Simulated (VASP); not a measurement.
Mg: single point with PBE

Crystal: Mg.

```
Mg
1.0
     3.16593    0.00000    0.00000
    -1.58296    2.74177    0.00000
     0.00000    0.00000    5.13988
Mg
2
Direct
  0.33333 0.66667 0.25000
  0.66667 0.33333 0.75000
```

```json
{
  "Program": "VASP 6.6.1",
  "Task": "single point",
  "Functional": "PBE",
  "Potentials or basis": "VASP PAW PBE potentials, release 64 (Mg)",
  "Cutoff": "520 eV",
  "k mesh": "10 × 10 × 6",
  "Occupations": "fermi-dirac, width 0.1 eV",
  "Spin": "no spin polarisation",
  "Dipole correction": "no",
  "Further INCAR settings": "ALGO = Normal; EDIFF = 1e-06; NBANDS = 9"
}
```

```yaml
Pressure: 1.1 GPa
Band_gap_on_the_k_mesh: zero (band 2 reaches 3.44 eV, above the bottom of band 3 at 1.54 eV)
```

Stress tensor (GPa, compression positive):
```
0.93 0.00 0.00
0.00 0.93 0.00
0.00 0.00 1.36
```

Levels at points of the mesh, in eV from the Fermi level:
| k point | band 1 | band 2 | band 3 | band 4 | band 5 | band 6 |
| --- | --- | --- | --- | --- | --- | --- |
| (0.00, 0.00, 0.00) | -7.13 | -1.81 | -1.32 | 11.03 | 11.03 | 11.20 |
| (0.50, 0.00, 0.00) | -2.27 | -2.23 | 2.63 | 2.96 | 3.29 | 3.69 |
| (0.00, 0.00, 0.50) | -5.71 | -5.71 | 5.04 | 5.04 | 11.78 | 11.78 |
| (0.50, 0.00, 0.50) | -1.21 | -1.21 | -0.51 | -0.51 | 8.05 | 8.05 |

Wall time 7.5 s on 1 thread of AMD EPYC 9R45 96-Core Processor (Zen 5), with other jobs on the host, peak memory 0.13 GiB.
